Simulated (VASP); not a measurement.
# FeGe (P2_13) in VASP: notebook

Runs on FeGe. Level: PBE. Tasks: single point.

Everything below comes from runs of VASP 6.6.1. Logs are shortened: lines on timing, memory, paths and dates and some standing lists are left out, and cuts for length are marked.

### Step 1. The cell of the first run

The structure is cubic, space group P2_13 (No. 198). The conventional cell has a = 4.671 Å, b = 4.671 Å, c = 4.671 Å, α = 90.00°, β = 90.00°, γ = 90.00°. Within 3.1 Å of Ge (site symmetry 3) lie 7 Fe at 2.37 to 2.63 Å and 6 Ge at 2.89 Å. Within 3.1 Å of Fe (site symmetry 3) lie 7 Ge at 2.37 to 2.63 Å and 6 Fe at 2.86 Å.

### Step 2. Single point, PBE, collinear spin, ferromagnetic start

The input, INCAR:

```
SYSTEM = FeGe
  PREC = Accurate
  ENCUT = 520
  EDIFF = 1E-6
  ISMEAR = -1
  SIGMA = 0.05
  LREAL = .FALSE.
  LASPH = .TRUE.
  NELM = 150
  ALGO = Normal
  ISIF = 2
  LWAVE = .FALSE.
  LCHARG = .FALSE.
  ISPIN = 2
  MAGMOM = 0 0 0 0 3 3 3 3
  LORBIT = 11
  LMAXMIX = 4
  GGA = PE
  NBANDS = 58
```

The input, KPOINTS:

```
regular mesh
0
G
  6 6 6
  0 0 0
```

The input, POSCAR:

```
FeGe
1.0
    4.6712320764      0.0000000000      0.0000000000
    0.0000000000      4.6712320764      0.0000000000
    0.0000000000      0.0000000000      4.6712320764
Ge Fe
4 4
Direct
    0.1580877766      0.3419122234      0.6580877766
    0.3419122234      0.6580877766      0.1580877766
    0.6580877766      0.1580877766      0.3419122234
    0.8419122234      0.8419122234      0.8419122234
    0.8651813235      0.6348186765      0.3651813235
    0.6348186765      0.3651813235      0.8651813235
    0.3651813235      0.8651813235      0.6348186765
    0.1348186765      0.1348186765      0.1348186765
```

Potentials or basis: VASP PAW PBE potentials, release 64 (Ge_d, Fe).

On the command line:

```sh
> cat potpaw_PBE.64/Ge_d/POTCAR potpaw_PBE.64/Fe/POTCAR > POTCAR
> mpirun -np 1 vasp_std > vasp.out
```

OUTCAR:

```text
SYSTEM = FeGe
   PREC = Accurate
   ENCUT = 520
   EDIFF = 1E-6
   ISMEAR = -1
   LREAL = .FALSE.
   LASPH = .TRUE.
   NELM = 150
   ISIF = 2
   ISPIN = 2
   LORBIT = 11
   GGA = PE

 ion  position               nearest neighbor table
   1  0.158  0.342  0.658-   5 2.37   6 2.43   7 2.43   8 2.43   7 2.63   8 2.63   6 2.63   2 2.89
                             2 2.89   3 2.89   3 2.89   4 2.89   4 2.89
   2  0.342  0.658  0.158-   6 2.37   5 2.43   7 2.43   8 2.43   5 2.63   7 2.63   8 2.63   1 2.89
                             1 2.89   4 2.89   4 2.89   3 2.89   3 2.89
   3  0.658  0.158  0.342-   7 2.37   6 2.43   5 2.43   8 2.43   6 2.63   5 2.63   8 2.63   4 2.89
                             1 2.89   1 2.89   4 2.89   2 2.89   2 2.89
   4  0.842  0.842  0.842-   8 2.37   6 2.43   7 2.43   5 2.43   6 2.63   5 2.63   7 2.63   2 2.89
                             3 2.89   3 2.89   2 2.89   1 2.89   1 2.89
   5  0.865  0.635  0.365-   1 2.37   2 2.43   3 2.43   4 2.43   3 2.63   4 2.63   2 2.63   8 2.86
                             6 2.86   6 2.86   8 2.86   7 2.86   7 2.86
   6  0.635  0.365  0.865-   2 2.37   1 2.43   3 2.43   4 2.43   1 2.63   3 2.63   4 2.63   8 2.86
                             5 2.86   5 2.86   7 2.86   7 2.86   8 2.86
   7  0.365  0.865  0.635-   3 2.37   2 2.43   1 2.43   4 2.43   2 2.63   1 2.63   4 2.63   8 2.86
                             8 2.86   5 2.86   6 2.86   6 2.86   5 2.86
   8  0.135  0.135  0.135-   4 2.37   2 2.43   3 2.43   1 2.43   2 2.63   1 2.63   3 2.63   5 2.86
                             6 2.86   7 2.86   7 2.86   5 2.86   6 2.86

  LATTYP: Found a simple cubic cell.
 ALAT       =     4.6712320764

  Lattice vectors:

 A1 = (   4.6712320764,   0.0000000000,   0.0000000000)
 A2 = (   0.0000000000,   4.6712320764,   0.0000000000)
 A3 = (   0.0000000000,   0.0000000000,   4.6712320764)

Analysis of symmetry for initial positions (statically):
=====================================================================
 Subroutine PRICEL returns:
 Original cell was already a primitive cell.

 Routine SETGRP: Setting up the symmetry group for a
 simple cubic supercell.

 Subroutine GETGRP returns: Found 12 space group operations
 (whereof  3 operations were pure point group operations)
 out of a pool of 48 trial point group operations.

The static configuration has the point symmetry C_3 .
 The point group associated with its full space group is T   .

Analysis of symmetry for dynamics (positions and initial velocities):
=====================================================================
 Subroutine PRICEL returns:
 Original cell was already a primitive cell.

 Routine SETGRP: Setting up the symmetry group for a
 simple cubic supercell.

 Subroutine GETGRP returns: Found 12 space group operations
 (whereof  3 operations were pure point group operations)
 out of a pool of 48 trial point group operations.

The dynamic configuration has the point symmetry C_3 .
 The point group associated with its full space group is T   .

[... 176 lines left out ...]
 cond. band min:       8.1483392995   @ k =   0.3333   0.1667   0.0000
 fundamental gap:      0.0072503002
 Fermi energy:         8.1418175373

 spin component 1

 k-point     1 :       0.0000    0.0000    0.0000
  band No.  band energies     occupation
      1     -16.5296      1.00000
      2     -16.5296      1.00000
      3     -16.5296      1.00000
      4     -16.4920      1.00000
      5     -16.4920      1.00000
      6     -16.4920      1.00000
[... 1405 lines left out ...]
     55      13.5746      0.00000
     56      13.5746      0.00000
 Fermi energy:         8.1418175373

 spin component 2

 k-point     1 :       0.0000    0.0000    0.0000
  band No.  band energies     occupation
      1     -16.5470      1.00000
      2     -16.5470      1.00000
      3     -16.5470      1.00000
      4     -16.5084      1.00000
      5     -16.5084      1.00000
      6     -16.5084      1.00000
[... 1405 lines left out ...]
     55      13.7378      0.00000
     56      13.7378      0.00000
 [bands above 56 left out]

------------------------ aborting loop because EDIFF is reached ----------------------------------------

  FORCE on cell =-STRESS in cart. coord.  units (eV):
  Direction    XX          YY          ZZ          XY          YZ          ZX
  --------------------------------------------------------------------------------------
  -------------------------------------------------------------------------------------
  Total       -0.4261632     -0.4261632     -0.4261632      0.0000000      0.0000000      0.0000000
  in kB       -6.6987260     -6.6987260     -6.6987260      0.0000000      0.0000000      0.0000000
  external PRESSURE =      -6.6987260 kB  Pullay stress =       0.0000000 kB

 VOLUME and BASIS-vectors are now :
 -----------------------------------------------------------------------------
  energy-cutoff  :      520.00
  volume of cell :      101.93
      direct lattice vectors                 reciprocal lattice vectors
     4.671232076  0.000000000  0.000000000     0.214076283  0.000000000  0.000000000
     0.000000000  4.671232076  0.000000000     0.000000000  0.214076283  0.000000000
     0.000000000  0.000000000  4.671232076     0.000000000  0.000000000  0.214076283

 POSITION                                       TOTAL-FORCE (eV/Angst)
 -----------------------------------------------------------------------------------
      0.73846      1.59715      3.07408         0.019142     -0.019142      0.019142
      1.59715      3.07408      0.73846        -0.019142      0.019142      0.019142
      3.07408      0.73846      1.59715         0.019142      0.019142     -0.019142
      3.93277      3.93277      3.93277        -0.019142     -0.019142     -0.019142
      4.04146      2.96539      1.70585         0.003713     -0.003713      0.003713
      2.96539      1.70585      4.04146        -0.003713      0.003713      0.003713
      1.70585      4.04146      2.96539         0.003713      0.003713     -0.003713
      0.62977      0.62977      0.62977        -0.003713     -0.003713     -0.003713
 -----------------------------------------------------------------------------------
    total drift:                               -0.000000      0.000000      0.000000

  FREE ENERGIE OF THE ION-ELECTRON SYSTEM (eV)
  ---------------------------------------------------
  free  energy   TOTEN  =       -51.8405221884 eV

  energy  without entropy=      -51.7830058067  energy(sigma->0) =      -51.81176400

 total charge

# of ion       s       p       d       tot
------------------------------------------
    1        1.115   1.240  10.118  12.474
    2        1.115   1.240  10.118  12.474
    3        1.115   1.240  10.118  12.474
    4        1.115   1.240  10.118  12.474
    5        0.378   0.500   6.461   7.339
    6        0.378   0.500   6.461   7.339
    7        0.378   0.500   6.461   7.339
    8        0.378   0.500   6.461   7.339
--------------------------------------------------
tot          5.974   6.960  66.317  79.251

 magnetization (x)

# of ion       s       p       d       tot
------------------------------------------
    1       -0.012  -0.062  -0.006  -0.079
    2       -0.012  -0.062  -0.006  -0.079
    3       -0.012  -0.062  -0.006  -0.079
    4       -0.012  -0.062  -0.006  -0.079
    5       -0.000  -0.005   1.166   1.161
    6       -0.000  -0.005   1.166   1.161
    7       -0.000  -0.005   1.166   1.161
    8       -0.000  -0.005   1.166   1.161
--------------------------------------------------
tot         -0.048  -0.267   4.642   4.328
```

Run time: 3.7 min. Hardware: 1 thread of Intel Xeon Platinum 8375C at 2.90GHz (Ice Lake), shared host; peak memory 0.37 GiB.

Results:

| Property | Result |
| --- | --- |
| Free energy | -51.8405 eV |
| Pressure | -0.7 GPa |
| Largest force | 0.033 eV/Å |
| Net moment | 4.19 μB per cell |
| Site moments | Ge -0.08; Fe +1.16 μB |
| Valence electrons inside the program's atomic spheres | Ge 12.47; Fe 7.34 |

Forces in eV/Å, atoms in the order of the input:
```
Ge   0.019 -0.019  0.019
Ge  -0.019  0.019  0.019
Ge   0.019  0.019 -0.019
Ge  -0.019 -0.019 -0.019
Fe   0.004 -0.004  0.004
Fe  -0.004  0.004  0.004
Fe   0.004  0.004 -0.004
Fe  -0.004 -0.004 -0.004
```

Levels at points of the mesh, in eV from the Fermi level:
Spin up:
```tsv
k point	band 42	band 43	band 44	band 45	band 46	band 47	band 48	band 49	band 50	band 51
(0.00, 0.00, 0.00)	-0.84	-0.84	-0.84	-0.28	-0.28	-0.28	1.82	1.82	1.82	2.78
(0.50, 0.00, 0.00)	-1.05	-0.73	-0.73	-0.56	-0.56	0.87	0.87	0.92	0.92	3.70
(0.50, 0.50, 0.00)	-1.39	-1.03	-1.03	-0.10	-0.10	0.21	0.21	1.48	1.48	2.14
(0.50, 0.50, 0.50)	-1.06	-1.06	-1.06	-0.40	-0.40	-0.40	-0.40	4.38	4.38	4.38
```
Spin down:
```
           k point  band 39  band 40  band 41  band 42  band 43  band 44  band 45  band 46
(0.00, 0.00, 0.00)    -1.36     0.15     0.15     0.15     0.28     0.28     0.98     0.98
(0.50, 0.00, 0.00)    -0.62    -0.62     0.02     0.02     0.32     0.32     0.65     0.65
(0.50, 0.50, 0.00)    -0.56    -0.56    -0.56    -0.56     0.05     0.05     0.97     0.97
(0.50, 0.50, 0.50)    -0.26    -0.26    -0.16    -0.16    -0.16    -0.16     0.82     0.82
```

### Step 3. Single point, PBE, collinear spin, ferromagnetic start

This run uses another cell than the first one, of 12.67 Å³/atom.

The input, INCAR:

```
SYSTEM = FeGe
  ALGO = Normal
  EDIFF = 1E-7
  ENCUT = 520
  GGA = PE
  ISIF = 2
  ISMEAR = -1
  ISPIN = 2
  LASPH = .TRUE.
  LCHARG = .FALSE.
  LMAXMIX = 4
  LORBIT = 11
  LREAL = .FALSE.
  LWAVE = .FALSE.
  MAGMOM = 0 0 0 0 3 3 3 3
  NBANDS = 58
  NELM = 150
  PREC = Accurate
  SIGMA = 0.05
```

The input, KPOINTS:

```
k-points
0
G
  6 6 6
  0 0 0
```

The input, POSCAR:

```
FeGe
1.0
    4.6627992949      0.0000000000      0.0000000000
    0.0000000000      4.6627992949      0.0000000000
    0.0000000000      0.0000000000      4.6627992949
Ge Fe
4 4
Direct
    0.1582720830      0.3417279170      0.6582720830
    0.3417279170      0.6582720830      0.1582720830
    0.6582720830      0.1582720830      0.3417279170
    0.8417279170      0.8417279170      0.8417279170
    0.8651199740      0.6348800260      0.3651199740
    0.6348800260      0.3651199740      0.8651199740
    0.3651199740      0.8651199740      0.6348800260
    0.1348800260      0.1348800260      0.1348800260
```

Potentials or basis: VASP PAW PBE potentials, release 64 (Ge_d, Fe).

On the command line:

```sh
> cat potpaw_PBE.64/Ge_d/POTCAR potpaw_PBE.64/Fe/POTCAR > POTCAR
> mpirun -np 1 vasp_std > vasp.out
```

Wall time 4.3 min (1 thread of Intel Xeon Platinum 8259CL at 2.50GHz (Skylake/Cascade Lake), shared host); peak memory 0.37 GiB.

Results (log left out):

| Quantity | Value |
| --- | --- |
| Free energy | -51.8411 eV |
| Pressure | 0.3 GPa |
| Largest force | 0.008 eV/Å |
| Net moment | 4.17 μB per cell |
| Site moments | Ge -0.08; Fe +1.15 μB |
| Valence electrons inside the program's atomic spheres | Ge 12.48; Fe 7.35 |

Forces in eV/Å, atoms in the order of the input:
```
Ge   0.005 -0.005  0.005
Ge  -0.005  0.005  0.005
Ge   0.005  0.005 -0.005
Ge  -0.005 -0.005 -0.005
Fe  -0.004  0.004 -0.004
Fe   0.004 -0.004 -0.004
Fe  -0.004 -0.004  0.004
Fe   0.004  0.004  0.004
```

Levels at points of the mesh, in eV from the Fermi level:
Spin up:
```tsv
k point	band 44	band 45	band 46	band 47	band 48	band 49
(0.00, 0.00, 0.00)	-0.83	-0.27	-0.27	-0.27	1.84	1.84
(0.50, 0.00, 0.00)	-0.72	-0.55	-0.55	0.89	0.89	0.94
(0.50, 0.50, 0.00)	-1.02	-0.09	-0.09	0.23	0.23	1.50
(0.50, 0.50, 0.50)	-1.05	-0.38	-0.38	-0.38	-0.38	4.42
```
Spin down:
```csv
k point,band 38,band 39,band 40,band 41,band 42,band 43,band 44,band 45,band 46,band 47
"(0.00, 0.00, 0.00)",-1.37,-1.37,0.15,0.15,0.15,0.28,0.28,0.99,0.99,0.99
"(0.50, 0.00, 0.00)",-1.30,-0.63,-0.63,0.02,0.02,0.32,0.32,0.65,0.65,1.77
"(0.50, 0.50, 0.00)",-0.82,-0.56,-0.56,-0.56,-0.56,0.05,0.05,0.97,0.97,1.23
"(0.50, 0.50, 0.50)",-0.26,-0.26,-0.26,-0.16,-0.16,-0.16,-0.16,0.83,0.83,0.83
```
